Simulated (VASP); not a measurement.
CO2:

```
O C
1.0
    -1.97473    1.97473    3.01406
     1.97473   -1.97473    3.01406
     1.97473    1.97473   -3.01406
O C
4 2
Direct
  0.87500 0.95980 0.58480
  0.37500 0.29020 0.41520
  0.04020 0.62500 0.91520
  0.70980 0.12500 0.08480
  0.00000 0.00000 0.00000
  0.75000 0.25000 0.50000
```

* Program: VASP 6.6.1
* Task: relaxation of cell and atoms
* Functional: PBEsol
* Dispersion: D3(BJ)
* Potentials or basis: VASP PAW PBE potentials, release 64 (O, C)
* Cutoff: 600 eV
* k mesh: 9 × 9 × 9
* Occupations: fermi-dirac, width 0.05 eV
* Spin: no spin polarisation

At the start: pressure -6.8 GPa; volume 7.84 Å³/atom.

Task: Where does the relaxation end?

Result: Over 9 steps the energy falls by 6.0 meV/atom and the volume is 7.53 Å³/atom (-3.9 %); space group I-42d (No. 122, to 0.1 Å) before and after.

The path:
| step | energy change (eV) | largest force (eV/Å) | pressure (GPa) | volume (Å³) |
| --- | --- | --- | --- | --- |
| 1 | 0.0000 | 0.1244 | -6.81 | 47.01 |
| 2 | 0.0074 | 0.7168 | 7.79 | 44.79 |
| 3 | -0.0241 | 0.2544 | -0.36 | 45.95 |
| 4 | -0.0335 | 0.1091 | -0.22 | 45.57 |
| 5 | -0.0353 | 0.0102 | -0.13 | 45.32 |
| 6 | -0.0356 | 0.0160 | 0.04 | 45.27 |
| 7 | -0.0358 | 0.0287 | 0.44 | 45.15 |
| 8 | -0.0359 | 0.0102 | 0.21 | 45.16 |
| 9 | -0.0359 | 0.0039 | 0.04 | 45.17 |

Final structure:
```yaml
crystal:
  lattice:
    - [-1.95087, 1.95087, 2.96716]
    - [1.95087, -1.95087, 2.96716]
    - [1.95087, 1.95087, -2.96716]
  atoms:
    - { symbol: O, position: [0.87500, 0.95514, 0.58014] }
    - { symbol: O, position: [0.37500, 0.29486, 0.41986] }
    - { symbol: O, position: [0.04486, 0.62500, 0.91986] }
    - { symbol: O, position: [0.70514, 0.12500, 0.08014] }
    - { symbol: C, position: [0.00000, 0.00000, 0.00000] }
    - { symbol: C, position: [0.75000, 0.25000, 0.50000] }
```

Caveat: the PAW data sets were made with another functional, which shifts forces and pressure a little.
